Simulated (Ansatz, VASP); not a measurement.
This is a calculation of SnTe for VASP 6.6.1.

File INCAR:

```
SYSTEM = SnTe
ALGO = Normal ; EDIFF = 1E-7
EDIFFG = -0.01 ; ENCUT = 600
GGA = PE ; IBRION = 2
ISIF = 3 ; ISMEAR = -1
IVDW = 12 ; LASPH = .True.
LCHARG = .False. ; LREAL = .False.
LWAVE = .False. ; NELM = 60
NSW = 60 ; PREC = Accurate
SIGMA = 0.05
```

KPOINTS

```
k-points
0
Gamma
  7 7 7
  0 0 0
```

The input POSCAR:

```
SnTe
1.0
    3.9047000000      0.0000000000      0.0000000000
    0.0000000000      3.9047000000      0.0000000000
    0.0000000000      0.0000000000      3.9047000000
Te Sn
1 1
Direct
    0.5000000000      0.5000000000      0.5000000000
    0.0000000000      0.0000000000      0.0000000000
```

Potentials or basis: VASP PAW PBE potentials, release 64 (Te, Sn_d).

Command:

```sh
$ cat potpaw_PBE.64/Te/POTCAR potpaw_PBE.64/Sn_d/POTCAR > POTCAR
$ mpirun -np 1 vasp_std > vasp.out
```

Task: Translate it to Ansatz 0.2.0. Potentials there: Ansatz PAW.

Result: As run (the cutoff follows the program's own potentials):

The input input.yaml:

```yaml
crystal:
  lattice:
    - [3.9047, 0.0, 0.0]
    - [0.0, 3.9047, 0.0]
    - [0.0, 0.0, 3.9047]
  atoms:
    - { symbol: Te, position: [0.5, 0.5, 0.5] }
    - { symbol: Sn, position: [0.0, 0.0, 0.0] }
hamiltonian:
  xc: pbe
  pseudopotentials: { kind: paw }
  dispersion: d3bj
kpoints:
  mp_grid: { grid: [7, 7, 7] }
scf:
  occupations: { method: fermi_dirac, width: 0.05 }
output:
  forces: true
  stress: true
  eigenvalues: true
relax:
  f_tol: 0.01
  max_steps: 40
  cell: { stress_tol: 0.05 }
```

Potentials or basis: Ansatz PAW.

Command:

```sh
$ ansatz run input.yaml --threads 2 --pin off --max-ram 5632MiB --backend cpu --events-out ev --progress --plain --runs-dir out
```

Both were run:

|  | VASP | Ansatz | Ansatz less VASP |
| --- | --- | --- | --- |
| gap on the k mesh at the Fermi level, each at its own relaxed structure (eV) | none | none | - |
| relaxed volume (Å³/atom) | 27.34 | 27.32 | -0.024 |
| relaxed cell length with the largest relative difference (Å) | 3.796 | 3.795 | -0.0011 |

A gap of «none» marks a metal or a gap that the smearing closes. VASP's potentials hold 20 valence electrons a cell and Ansatz's 30, so a difference there can come from the potentials and not from the codes.

Spin-orbit coupling is off throughout. Noted on Ansatz's run: the plane-wave basis is chosen anew once the cell has moved, so the energies of steps on either side of that aren't comparable.
